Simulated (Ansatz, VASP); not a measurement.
Ti in VASP and in Ansatz

File INCAR:

```
PREC = Accurate
ENCUT = 520
EDIFF = 1E-6
ISMEAR = -1
SIGMA = 0.05
LREAL = F
LASPH = T
NELM = 60
ALGO = Normal
ISIF = 2
LWAVE = F
LCHARG = F
GGA = PS
NBANDS = 12
```

Contents of KPOINTS:

```
regular mesh
0
Gamma
  14 14 14
```

The input POSCAR:

```
Ti
1.0
   -1.6464518673      1.6464518673      1.6464518673
    1.6464518673     -1.6464518673      1.6464518673
    1.6464518673      1.6464518673     -1.6464518673
Ti
1
Direct
    0.0000000000      0.0000000000      0.0000000000
```

Input for Ansatz:

```yaml
crystal:
  lattice:
    - [-1.6464518673, 1.6464518673, 1.6464518673]
    - [1.6464518673, -1.6464518673, 1.6464518673]
    - [1.6464518673, 1.6464518673, -1.6464518673]
  atoms:
    - { symbol: Ti, position: [0.0, 0.0, 0.0] }
kpoints:
  mp_grid: { grid: [14, 14, 14] }
  band_path:
    path:
      - [0.0, 0.0, 0.0]
      - [0.5, -0.5, 0.5]
      - [0.0, 0.0, 0.5]
      - [0.0, 0.0, 0.0]
      - [0.25, 0.25, 0.25]
      - [0.5, -0.5, 0.5]
      - [0.25, 0.25, 0.25]
      - [0.0, 0.0, 0.5]
    npoints: 5
scf:
  occupations: { method: fermi_dirac, width: 0.05 }
hamiltonian:
  xc: pbesol
  pseudopotentials: { kind: all_electron, lapw: { basis_error: 0.00025 } }
output:
  forces: true
  stress: true
  eigenvalues: true
```

Change from the starting cell: volume scaled by 1.01.

Alike in both runs: task single point; functional PBEsol; k mesh 14 × 14 × 14; occupations fermi-dirac, width 0.05 eV; no spin polarisation.

|  | VASP | Ansatz |
| --- | --- | --- |
| version | VASP 6.6.1 | Ansatz 0.2.0 |
| potentials or method | VASP PAW PBE potentials, release 64 (Ti_sv), cutoff 520 eV | all-electron LAPW, scalar-relativistic |

VASP gave:

| Item | Value |
| --- | --- |
| pressure (GPa) | -7.7 |

Q: Estimate Ansatz's values.

A: Pressure (GPa): -7.5.

VASP's potentials were made for PBE, not for PBEsol. Ansatz ran all-electron here, and VASP with PAW potentials.
